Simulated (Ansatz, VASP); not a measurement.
# CoO in VASP and in Ansatz

```
Co O
1.0
     0.00000    2.34364    2.34364
     2.34364    0.00000    2.34364
     2.34364    2.34364    0.00000
Co O
1 1
Direct
  0.00000 0.00000 0.00000
  0.25000 0.25000 0.25000
```

Alike in both runs: task relaxation of cell and atoms; functional PBEsol-based global hybrid with a share of 0.25 of exact exchange; k mesh 5 × 5 × 5; occupations fermi-dirac, width 0.05 eV; collinear spin.

|  | VASP | Ansatz |
| --- | --- | --- |
| version | VASP 6.6.1 | Ansatz 0.2.0 |
| potentials or method | VASP PAW PBE potentials, release 64 (Co, O) | Ansatz PAW |
| plane-wave cutoff (eV) | 600 | 420 |
| valence electrons in the cell | 15 | 23 |

Ansatz gave:

```
gap on the k mesh at the Fermi level, each at its own relaxed structure (eV) : 2.38
net moment per atom (μB)                                                     : 1.50
size of the moment on the site where the two differ most (μB)                : 2.50
relaxed volume (Å³/atom)                                                     : 11.65
relaxed length of the cell vector where the two differ most in proportion (Å)              : 3.206
```

Q: Estimate VASP's values.

A: gap on the k mesh at the Fermi level, each at its own relaxed structure (eV): 2.47; net moment per atom (μB): 1.50; size of the moment on the site where the two differ most (μB): 2.67; relaxed volume (Å³/atom): 11.63; relaxed length of the cell vector where the two differ most in proportion (Å): 3.204.

VASP's potentials were made for PBE, not for PBEsol-based global hybrid. Site moments also hang on the region over which each program counts them. VASP's potentials hold 15 valence electrons a cell and Ansatz's 23, so a difference there can come from the potentials and not from the codes.

The k mesh is coarse, so the values compare programs but aren't converged. Noted on Ansatz's run: the magnetic or orbital state may not be the lowest; odd divisions of the mesh miss points on the zone boundary, where band edges often lie, so the gap on the mesh can be too wide; the plane-wave basis is chosen anew once the cell has moved, so the energies of steps on either side of that aren't comparable.
